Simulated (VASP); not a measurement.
Set up this calculation in VASP 6.6.1, as the native input.

| Item | Value |
| --- | --- |
| Task | single point |
| Functional | r2SCAN |
| Potentials or basis | VASP PAW PBE potentials, release 64 (Ga_d, N) |
| Cutoff | 520 eV |
| k mesh | 12 × 12 × 12 |
| Occupations | gaussian, width 0.05 eV |
| Spin | no spin polarisation |
| Dipole correction | no |
| Further INCAR settings | ALGO = Normal; EDIFF = 1e-06; NBANDS = 16 |

Crystal: GaN.

```
Ga N
1.0
     0.00000    1.90237    2.68996
     1.90237    0.00000    2.68996
     1.90237    1.90237    0.00000
Ga N
1 1
Direct
  0.00000 0.00000 0.00000
  0.50000 0.50000 0.50000
```

This cell differs from its parent crystal: ratio of the length along z to the lengths across it x 1.414, volume and fractional coordinates fixed.

The input as run:

POSCAR

```
GaN
1.0
    0.0000000000      1.9023738893      2.6899566795
    1.9023738893      0.0000000000      2.6899566795
    1.9023738893      1.9023738893      0.0000000000
Ga N
1 1
Direct
    0.0000000000      0.0000000000      0.0000000000
    0.5000000000      0.5000000000      0.5000000000
```

INCAR.step1

```
SYSTEM = GaN
PREC = Accurate ; ENCUT = 520
ISMEAR = 0 ; SIGMA = 0.05
LREAL = .FALSE. ; LASPH = .TRUE.
NELM = 100 ; NBANDS = 16
GGA = PE ; ALGO = Normal
EDIFF = 1E-4 ; LWAVE = .TRUE.
LCHARG = .FALSE.
```

INCAR.step2

```
SYSTEM = GaN
PREC = Accurate ; ENCUT = 520
EDIFF = 1E-6 ; ISMEAR = 0
SIGMA = 0.05 ; LREAL = .FALSE.
LASPH = .TRUE. ; NELM = 100
ALGO = Normal ; ISIF = 2
LWAVE = .FALSE. ; LCHARG = .TRUE.
METAGGA = R2SCAN ; LMIXTAU = .TRUE.
LELF = .TRUE. ; LVHAR = .TRUE.
NBANDS = 16 ; ISTART = 1
```

KPOINTS

```
Automatic mesh
0
G
  12 12 12
  0 0 0
```

Potentials or basis: VASP PAW PBE potentials, release 64 (Ga_d, N).

Run with:

```console
$ cat potpaw_PBE.64/Ga_d/POTCAR potpaw_PBE.64/N/POTCAR > POTCAR
$ cp INCAR.step1 INCAR
$ mpirun -np 1 vasp_std > vasp.out
$ cp INCAR.step2 INCAR
$ mpirun -np 1 vasp_std > vasp.out
```

It gave:

| Property | Result |
| --- | --- |
| Pressure | 34.0 GPa |
| Band gap on the k mesh | 0.45 eV (least direct gap 2.67 eV) |

Caveat: the stress differs along the axes, from -8 to 55 GPa; semilocal functionals underestimate gaps, and a narrow one can read as zero; the PAW data sets were made with another functional, which shifts forces and pressure a little.

It took 5.9 min on 1 thread of Intel Xeon 8259CL, on a shared host, peak memory 0.19 GiB.
